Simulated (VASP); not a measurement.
Crystal: CuI.

```
I Cu
1.0
     0.00000    3.07139    3.07139
     3.07139    0.00000    3.07139
     3.07139    3.07139    0.00000
I Cu
1 1
Direct
  0.00000 0.00000 0.00000
  0.75000 0.75000 0.75000
```

Base run:

- Program: VASP 6.6.1
- Functional: RPBE
- Potentials or basis: VASP PAW PBE potentials, release 64 (I, Cu)
- Cutoff: 520 eV
- k mesh: 8 × 8 × 8
- Occupations: fermi-dirac, width 0.05 eV
- Spin: no spin polarisation

Its results: band gap on the k mesh 1.18 eV; pressure 0.8 GPa.

**Question.** After a change of settings the same cell gave: band gap on the k mesh 9.77 eV; pressure 6.3 GPa. Which change was it?
A. functional from RPBE to HF; k mesh from 8 × 8 × 8 to 4 × 4 × 4
B. functional from RPBE to PBE; dispersion from none to D3(BJ)
C. functional from RPBE to SVWN5; further incar settings from ALGO = Normal; EDIFF = 1e-06; NBANDS = 16 to ALGO = Normal; EDIFF = 1e-07; NBANDS = 16

**Answer.** A.

Caveats: some runs use coarse meshes; the PAW data sets were made with another functional, which shifts forces and pressure a little; spin-orbit coupling is left out, which moves the levels of the heavy elements.
